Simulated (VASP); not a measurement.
# MgO (P-6m2) in VASP: further runs

Runs on MgO. Level: PBEsol. Tasks: single point.

All numbers are computed with VASP 6.6.1; they aren't measurements. Logs are shortened: lines on timing, memory, paths and dates and some standing lists are left out, and cuts for length are marked.

## (1) The cell of the first run

Symmetry: P-6m2, No. 187, hexagonal system. The conventional cell has a = 2.977 Å, b = 2.977 Å, c = 2.715 Å, α = 90.00°, β = 90.00°, γ = 120.00°. Mg (site symmetry -6m2) has 6 O at 2.19 Å and 2 Mg at 2.71 Å within 2.9 Å. O (site symmetry -6m2) has 6 Mg at 2.19 Å and 2 O at 2.71 Å within 2.9 Å.

## (2) Single point, PBEsol

File INCAR:

```
SYSTEM = MgO
  ALGO = Normal
  EDIFF = 1E-6
  ENCUT = 520
  GGA = PS
  ISIF = 2
  ISMEAR = 0
  LASPH = .TRUE.
  LCHARG = .FALSE.
  LREAL = .FALSE.
  LWAVE = .FALSE.
  NBANDS = 11
  NELM = 60
  PREC = Accurate
  SIGMA = 0.01
```

File KPOINTS:

```
k-points
0
G
  12 12 8
  0 0 0
```

File POSCAR:

```
MgO
1.0
    2.9766825916      0.0000000000      0.0000000000
   -1.4883412958      2.5778827871      0.0000000000
    0.0000000000      0.0000000000      2.7149429912
Mg O
1 1
Direct
    0.0000000000      0.0000000000      0.0000000000
    0.3333333333      0.6666666667      0.5000000000
```

Potentials or basis: VASP PAW PBE potentials, release 64 (Mg, O).

Started as:

```bash
> cat potpaw_PBE.64/Mg/POTCAR potpaw_PBE.64/O/POTCAR > POTCAR
> mpirun -np 1 vasp_std > vasp.out
```

OUTCAR:

```text
SYSTEM = MgO
   EDIFF = 1E-6
   ENCUT = 520
   GGA = PS
   ISIF = 2
   ISMEAR = 0
   LASPH = .TRUE.
   LREAL = .FALSE.
   NELM = 60
   PREC = Accurate

 ion  position               nearest neighbor table
   1  0.000  0.000  0.000-   2 2.19   2 2.19   2 2.19   2 2.19   2 2.19   2 2.19
   2  0.333  0.667  0.500-   1 2.19   1 2.19   1 2.19   1 2.19   1 2.19   1 2.19

  LATTYP: Found a hexagonal cell.
 ALAT       =     2.9766825916
 C/A-ratio  =     0.9120700336

  Lattice vectors:

 A1 = (   2.9766825916,   0.0000000000,   0.0000000000)
 A2 = (  -1.4883412958,   2.5778827871,   0.0000000000)
 A3 = (   0.0000000000,   0.0000000000,   2.7149429912)

Analysis of symmetry for initial positions (statically):
=====================================================================
 Subroutine PRICEL returns:
 Original cell was already a primitive cell.

 Routine SETGRP: Setting up the symmetry group for a
 hexagonal supercell.

 Subroutine GETGRP returns: Found 12 space group operations
 (whereof 12 operations were pure point group operations)
 out of a pool of 24 trial point group operations.

The static configuration has the point symmetry D_3h.

Analysis of symmetry for dynamics (positions and initial velocities):
=====================================================================
 Subroutine PRICEL returns:
 Original cell was already a primitive cell.

 Routine SETGRP: Setting up the symmetry group for a
 hexagonal supercell.

 Subroutine GETGRP returns: Found 12 space group operations
 (whereof 12 operations were pure point group operations)
 out of a pool of 24 trial point group operations.

The dynamic configuration has the point symmetry D_3h.

 Subroutine INISYM returns: Found 12 space group operations
 (whereof 12 operations are pure point group operations),
 and found     1 'primitive' translations

----------------------------------------------------------------------------------------

                                     Primitive cell

  volume of cell :      20.8332

  direct lattice vectors                    reciprocal lattice vectors
     2.976682592  0.000000000  0.000000000     0.335944451  0.193957616  0.000000000
    -1.488341296  2.577882787  0.000000000     0.000000000  0.387915232  0.000000000
     0.000000000  0.000000000  2.714942991     0.000000000  0.000000000  0.368331859

  length of vectors
     2.976682592  2.976682630  2.714942991     0.387915237  0.387915232  0.368331859

  position of ions in fractional coordinates (direct lattice)
     0.000000000  0.000000000  0.000000000
     0.333333333  0.666666667  0.500000000

  ion indices of the primitive-cell ions
   primitive index   ion index
                 1           1
                 2           2

----------------------------------------------------------------------------------------

 KPOINTS: k-points

Automatic generation of k-mesh.
 Grid dimensions read from file:
 generate k-points for:   12   12    8

 Generating k-lattice:

  Cartesian coordinates                     Fractional coordinates (reciprocal lattice)
     0.027995371  0.016163135  0.000000000     0.083333333  0.000000000  0.000000000
     0.000000000  0.032326269  0.000000000     0.000000000  0.083333333  0.000000000
     0.000000000  0.000000000  0.046041482     0.000000000  0.000000000  0.125000000

  Length of vectors
     0.032326270  0.032326269  0.046041482

  Shift w.r.t. Gamma in fractional coordinates (k-lattice)
     0.000000000  0.000000000  0.000000000

 Subroutine IBZKPT returns following result:
 ===========================================

 Found     95 irreducible k-points:

 Following reciprocal coordinates:
            Coordinates               Weight
  0.000000  0.000000  0.000000      1.000000
  0.083333 -0.000000  0.000000      6.000000
  0.166667  0.000000  0.000000      6.000000
  0.250000  0.000000  0.000000      6.000000
  0.333333  0.000000  0.000000      6.000000
  0.416667  0.000000  0.000000      6.000000
[... 16 lines left out ...]
  0.250000  0.000000  0.125000     12.000000
  0.333333  0.000000  0.125000     12.000000
 [... further k-points ...]
   k-points           NKPTS =     95   k-points in BZ     NKDIM =     95   number of bands    NBANDS=     11
   number of dos      NEDOS =    301   number of ions     NIONS =      2
   total plane-waves  NPLWV =  11520
   dimension x,y,z NGX =    24 NGY =   24 NGZ =   20
   dimension x,y,z NGXF=    48 NGYF=   48 NGZF=   40
   ions per type =               1   1
   NGX,Y,Z   is equivalent  to a cutoff of  13.40, 13.40, 12.25 a.u.
   NGXF,Y,Z  is equivalent  to a cutoff of  26.81, 26.81, 24.49 a.u.
 SYSTEM =  MgO
   PREC   = accura    normal or accurate (medium, high low for compatibility)
   ISTART =      0    job   : 0-new  1-cont  2-samecut
   ICHARG =      2    charge: 1-file 2-atom 10-const
   ISPIN  =      1    spin polarized calculation?
   LNONCOLLINEAR =      F non collinear calculations
   LSORBIT =      F    spin-orbit coupling
   LASPH  =      T    aspherical Exc in radial PAW
   ENCUT  =  520.0 eV  38.22 Ry    6.18 a.u.   5.53  5.53  5.05*2*pi/ulx,y,z
   NELM   =     60;   NELMIN=  2; NELMDL= -5     # of ELM steps
   EDIFF  = 0.1E-05   stopping-criterion for ELM
   LREAL  =      F    real-space projection
   EDIFFG = 0.1E-04   stopping-criterion for IOM
   NSW    =      0    number of steps for IOM
   IBRION =     -1    ionic relax: 0-MD 1-quasi-New 2-CG
   NFREE  =      0    steps in history (QN), initial steepest desc. (CG)
   ISIF   =      2    stress and relaxation
   ISYM   =      2    0-nonsym 1-usesym 2-fastsym
   POTIM  = 0.5000    time-step for ionic-motion
   TEBEG  =    0.0;   TEEND  =   0.0 temperature during run
   PSTRESS=    0.0 pullay stress
   NELECT =       8.0000    total number of electrons
   NUPDOWN=      -1.0000    fix difference up-down
   EMIN   =  10.00;   EMAX   =-10.00  energy-range for DOS
   EFERMI =   0.00;   METHOD = LEGACY
   ISMEAR =     0;   SIGMA  =   0.01  broadening in eV -4-tet -1-fermi 0-gaus
   EFERMI_NEDOS =   21; number of points for ismear=-14 and -15
   IALGO  =     38    algorithm
   IMIX   =      4    mixing-type and parameters
     AMIX     =   0.40;   BMIX     =  1.00
     AMIX_MAG =   1.60;   BMIX_MAG =  1.00
  volume/ion in A,a.u.               =      10.42        70.29
  Fermi-wavevector in a.u.,A,eV,Ry     =   1.189924  2.248631 19.264761  1.415920
  Thomas-Fermi vector in A             =   2.326021
   LORBIT       =      0    0 simple, 1 ext, 2 COOP (PROOUT), +10 PAW based schemes
   GGA     = PS    functional components
   LHFCALC =     F    Hartree Fock is set to
   AEXX    =    0.0000 exact exchange contribution
   IVDW    =     0    specifies the selected vdW correction
   LEPSILON=     F    determine dielectric tensor
   LRPA    =     F    only Hartree local field effects (RPA)
 non-spin polarized calculation
 Gauss-broadening in eV      SIGMA  =   0.01
  energy-cutoff  :      520.00
  volume of cell :       20.83
 maximum number of plane-waves:       578
 NGX is ok and might be reduce to    24
   NGX = 11   NGY = 11   NGZ = 11

 number of electron       8.0000000 magnetization

 Free energy of the ion-electron system (eV)
  ---------------------------------------------------
  ext. energy  EPLUGINS =         0.00000000
  ---------------------------------------------------
  free energy    TOTEN  =       -11.78348703 eV

  energy without entropy =      -11.78348703  energy(sigma->0) =      -11.78348703

 E-fermi :   3.0435     XC(G=0): -10.7731

 val. band max:        2.8938668209   @ k =   0.3333   0.3333   0.0000
 cond. band min:       5.5323541108   @ k =   0.0000   0.0000   0.0000
 fundamental gap:      2.6384872899
 Fermi energy:         3.0434610925

 k-point     1 :       0.0000    0.0000    0.0000
  band No.  band energies     occupation
      1     -14.2773      2.00000
      2       2.3153      2.00000
      3       2.3153      2.00000
      4       2.4968      2.00000
      5       5.5324      0.00000
      6      14.4575      0.00000
      7      18.0184      0.00000
      8      18.0184      0.00000
      9      22.1142      0.00000
     10      23.0450      0.00000
     11      24.6878      0.00000

 k-point     2 :       0.0833   -0.0000    0.0000
  band No.  band energies     occupation
      1     -14.2194      2.00000
      2       1.8246      2.00000
      3       2.2640      2.00000
      4       2.5189      2.00000
      5       6.0052      0.00000
      6      14.4623      0.00000
      7      17.2823      0.00000
      8      18.1869      0.00000
      9      22.9376      0.00000
     10      22.9978      0.00000
     11      24.8070      0.00000

 k-point     3 :       0.1667    0.0000    0.0000
  band No.  band energies     occupation
      1     -14.0568      2.00000
      2       0.8328      2.00000
      3       2.1278      2.00000
      4       2.5802      2.00000
      5       6.9488      0.00000
      6      14.2000      0.00000
      7      16.4604      0.00000
      8      18.6306      0.00000
      9      22.6319      0.00000
     10      23.2852      0.00000
     11      25.2092      0.00000

 k-point     4 :       0.2500    0.0000    0.0000
  band No.  band energies     occupation
      1     -13.8224      2.00000
      2      -0.1989      2.00000
      3       1.9501      2.00000
      4       2.6661      2.00000
      5       7.9070      0.00000
      6      13.5003      0.00000
      7      16.3077      0.00000
      8      19.1851      0.00000
      9      22.1881      0.00000
     10      23.0435      0.00000
     11      26.0171      0.00000
[... 239 lines left out ...]
 k-point    22 :       0.1667    0.0000    0.1250
  band No.  band energies     occupation
      1     -13.9345      2.00000
      2       0.8235      2.00000
      3       1.8012      2.00000
      4       2.1957      2.00000
      5       7.5813      0.00000
      6      14.2782      0.00000
      7      16.7215      0.00000
      8      18.7638      0.00000
      9      21.0891      0.00000
     10      24.1783      0.00000
     11      24.7016      0.00000

 k-point    23 :       0.2500    0.0000    0.1250
  band No.  band energies     occupation
      1     -13.7081      2.00000
      2      -0.0909      2.00000
      3       1.8895      2.00000
      4       2.0177      2.00000
      5       8.4021      0.00000
      6      13.6018      0.00000
      7      16.6317      0.00000
      8      19.2044      0.00000
      9      20.0524      0.00000
     10      24.7150      0.00000
     11      25.3526      0.00000

 k-point    24 :       0.3333    0.0000    0.1250
  band No.  band energies     occupation
      1     -13.4662      2.00000
      2      -0.9182      2.00000
      3       1.8483      2.00000
      4       2.0327      2.00000
      5       9.0250      0.00000
      6      13.0029      0.00000
      7      16.6132      0.00000
      8      19.5075      0.00000
      9      19.5245      0.00000
     10      25.5265      0.00000
     11      25.8782      0.00000

 [... further k-points ...]
[... 5 lines left out ...]
  --------------------------------------------------------------------------------------
  -------------------------------------------------------------------------------------
  Total       -1.1108230     -1.1108230     -1.3044314      0.0000000     -0.0000000      0.0000000
  in kB      -85.4277643    -85.4277672   -100.3172058      0.0000000     -0.0000000      0.0000000
  external PRESSURE =     -90.3909124 kB  Pullay stress =       0.0000000 kB

 VOLUME and BASIS-vectors are now :
 -----------------------------------------------------------------------------
  energy-cutoff  :      520.00
  volume of cell :       20.83
      direct lattice vectors                 reciprocal lattice vectors
     2.976682592  0.000000000  0.000000000     0.335944451  0.193957616  0.000000000
    -1.488341296  2.577882787  0.000000000     0.000000000  0.387915232  0.000000000
     0.000000000  0.000000000  2.714942991     0.000000000  0.000000000  0.368331859

 POSITION                                       TOTAL-FORCE (eV/Angst)
 -----------------------------------------------------------------------------------
      0.00000      0.00000      0.00000         0.000000      0.000000      0.000000
     -0.00000      1.71859      1.35747        -0.000000      0.000000      0.000000
 -----------------------------------------------------------------------------------
    total drift:                                0.000000     -0.000001     -0.000000

  FREE ENERGIE OF THE ION-ELECTRON SYSTEM (eV)
  ---------------------------------------------------
  free  energy   TOTEN  =       -11.7834870282 eV

  energy  without entropy=      -11.7834870282  energy(sigma->0) =      -11.78348703
```

Run time: 7.7 s. Hardware: 1 thread of Intel Xeon 6975P-C, shared host; peak memory 0.15 GiB.

What came out:

```yaml
Free_energy: -11.7835 eV
Pressure: -9.0 GPa
Band_gap_on_the_k_mesh: 2.64 eV, indirect (least direct gap 3.04 eV)
```

Stress tensor (GPa, compression positive):
```
 -8.54   0.00   0.00
  0.00  -8.54   0.00
  0.00   0.00 -10.03
```

Caveat: the PAW data sets were made with another functional, which shifts forces and pressure a little.

## (3) Single point, PBEsol

This run uses another cell than the first one, of 10.62 Å³/atom, 1.019 times its volume.

File INCAR:

```
SYSTEM = MgO
ALGO = Normal
EDIFF = 1E-7
ENCUT = 520
GGA = PS
ISIF = 2
ISMEAR = 0
LASPH = .TRUE.
LCHARG = .FALSE.
LREAL = .FALSE.
LWAVE = .FALSE.
NBANDS = 11
NELM = 80
PREC = Accurate
SIGMA = 0.01
```

KPOINTS is that of step 2.

File POSCAR:

```
MgO
1.0
    2.9956428645      0.0000000000      0.0000000000
   -1.4978214323      2.5943028654      0.0000000000
    0.0000000000      0.0000000000      2.7322360880
Mg O
1 1
Direct
    0.0000000000      0.0000000000      0.0000000000
    0.3333333333      0.6666666667      0.5000000000
```

Potentials or basis: VASP PAW PBE potentials, release 64 (Mg, O).

Started as:

```bash
> cat potpaw_PBE.64/Mg/POTCAR potpaw_PBE.64/O/POTCAR > POTCAR
> mpirun -np 1 vasp_std > vasp.out
```

OUTCAR:

```text
SYSTEM = MgO
   EDIFF = 1E-7
   ENCUT = 520
   GGA = PS
   ISIF = 2
   ISMEAR = 0
   LASPH = .TRUE.
   LREAL = .FALSE.
   NELM = 80
   PREC = Accurate

 ion  position               nearest neighbor table
   1  0.000  0.000  0.000-   2 2.20   2 2.20   2 2.20   2 2.20   2 2.20   2 2.20
   2  0.333  0.667  0.500-   1 2.20   1 2.20   1 2.20   1 2.20   1 2.20   1 2.20

  LATTYP: Found a hexagonal cell.
 ALAT       =     2.9956428645
 C/A-ratio  =     0.9120700336

  Lattice vectors:

 A1 = (   2.9956428645,   0.0000000000,   0.0000000000)
 A2 = (  -1.4978214323,   2.5943028654,   0.0000000000)
[... 514 lines left out ...]
      7      16.3319      0.00000
      8      19.1571      0.00000
      9      19.1832      0.00000
     10      25.1773      0.00000
     11      25.4576      0.00000

 [... further k-points ...]
[... 5 lines left out ...]
  --------------------------------------------------------------------------------------
  -------------------------------------------------------------------------------------
  Total       -1.3761066     -1.3761066     -1.6428093      0.0000000      0.0000000     -0.0000000
  in kB     -103.8325958   -103.8325993   -123.9563544      0.0000000      0.0000000     -0.0000000
  external PRESSURE =    -110.5405165 kB  Pullay stress =       0.0000000 kB

 VOLUME and BASIS-vectors are now :
 -----------------------------------------------------------------------------
  energy-cutoff  :      520.00
  volume of cell :       21.23
      direct lattice vectors                 reciprocal lattice vectors
     2.995642865  0.000000000  0.000000000     0.333818164  0.192730003  0.000000000
    -1.497821432  2.594302865  0.000000000     0.000000000  0.385460007  0.000000000
     0.000000000  0.000000000  2.732236088     0.000000000  0.000000000  0.366000583

 POSITION                                       TOTAL-FORCE (eV/Angst)
 -----------------------------------------------------------------------------------
      0.00000      0.00000      0.00000         0.000000      0.000000      0.000000
     -0.00000      1.72954      1.36612        -0.000000      0.000000      0.000000
 -----------------------------------------------------------------------------------
    total drift:                                0.000000     -0.000001     -0.000000

  FREE ENERGIE OF THE ION-ELECTRON SYSTEM (eV)
  ---------------------------------------------------
  free  energy   TOTEN  =       -11.7587497481 eV

  energy  without entropy=      -11.7587497481  energy(sigma->0) =      -11.75874975
```

stdout:

```text
POSCAR found type information on POSCAR MgO
 POSCAR found :  2 types and       2 ions
 scaLAPACK will be used
 -----------------------------------------------------------------------------
|                                                                             |
|                                                                             |
|     You enforced a specific xc type in the INCAR file but a different       |
|     I HOPE YOU KNOW WHAT YOU ARE DOING!                                     |
|                                                                             |
 -----------------------------------------------------------------------------

 LDA part: xc-table for (Slater+PW92), standard interpolation
 POSCAR, INCAR and KPOINTS ok, starting setup
 FFT: planning ... GRIDC
 FFT: planning ... GRID_SOFT
 FFT: planning ... GRID
 WAVECAR not read
 entering main loop
```

It took 10 s on 1 thread of Intel Xeon 6975P-C, shared host; peak memory 0.15 GiB.

Results:

| Item | Value |
| --- | --- |
| Free energy | -11.7587 eV |
| Pressure | -11.1 GPa |
| Band gap on the k mesh | 2.51 eV, indirect (least direct gap 2.90 eV) |

Stress tensor (GPa, compression positive):
```
-10.38   0.00   0.00
  0.00 -10.38   0.00
  0.00   0.00 -12.40
```

Levels at points of the mesh, in eV from the valence-band top:
| k point | band 2 | band 3 | band 4 | band 5 | band 6 | band 7 |
| --- | --- | --- | --- | --- | --- | --- |
| (0.00, 0.00, 0.00) | -0.56 | -0.56 | -0.39 | 2.51 | 11.50 | 14.97 |
| (0.50, 0.00, 0.00) | -4.67 | -1.25 | -0.05 | 6.19 | 9.83 | 12.55 |
| (0.00, 0.00, 0.50) | -5.13 | -0.08 | -0.08 | 7.67 | 8.46 | 17.00 |
| (0.50, 0.00, 0.50) | -3.54 | -3.18 | -0.77 | 5.52 | 10.88 | 13.13 |

Caveat: the PAW data sets were made with another functional, which shifts forces and pressure a little. A hybrid or GW would open this gap; PBEsol tends to underestimate it.
